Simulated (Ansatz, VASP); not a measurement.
**SiO2: VASP beside Ansatz**

```xyz
6
Lattice="4.2798 0.0000 0.0000 0.0000 4.2798 0.0000 0.0000 0.0000 2.6613" Properties=species:S:1:pos:R:3 pbc="T T T"
Si    2.1399    2.1399    1.3307
Si    0.0000    0.0000    0.0000
O     2.9720    2.9720    0.0000
O     0.8321    3.4477    1.3307
O     1.3078    1.3078    0.0000
O     3.4477    0.8321    1.3307
```

Alike in both runs: task single point; functional LDA; k mesh 6 × 6 × 8; occupations gaussian, width 0.05 eV; no spin polarisation.

```csv
,VASP,Ansatz
version,VASP 6.6.1,Ansatz 0.2.0
potentials or method,"VASP PAW LDA potentials, release 64 (Si, O), cutoff 520 eV","scalar-relativistic, plane waves, PAW"
valence electrons in the cell,32,32
```

```tsv
	VASP	Ansatz	Ansatz less VASP
gap on the k mesh at the Fermi level (eV)	4.86	4.86	+0.004
least direct gap on the mesh (eV)	4.86	4.86	+0.004
pressure (GPa)	-15.4	-16.3	-0.92
traceless stress, the component that is largest in VASP (GPa)	6.84	6.15	-0.685
rms of the force components (eV/Å)	0.260	0.280	+0.0200
```

Ansatz warns that its potentials were made for another functional, while VASP's fit it. LDA's correlation is that of Perdew and Zunger in VASP and of Perdew and Wang (1992) in Ansatz. Atom by atom the forces differ by 0.020 eV/Å (rms over components).
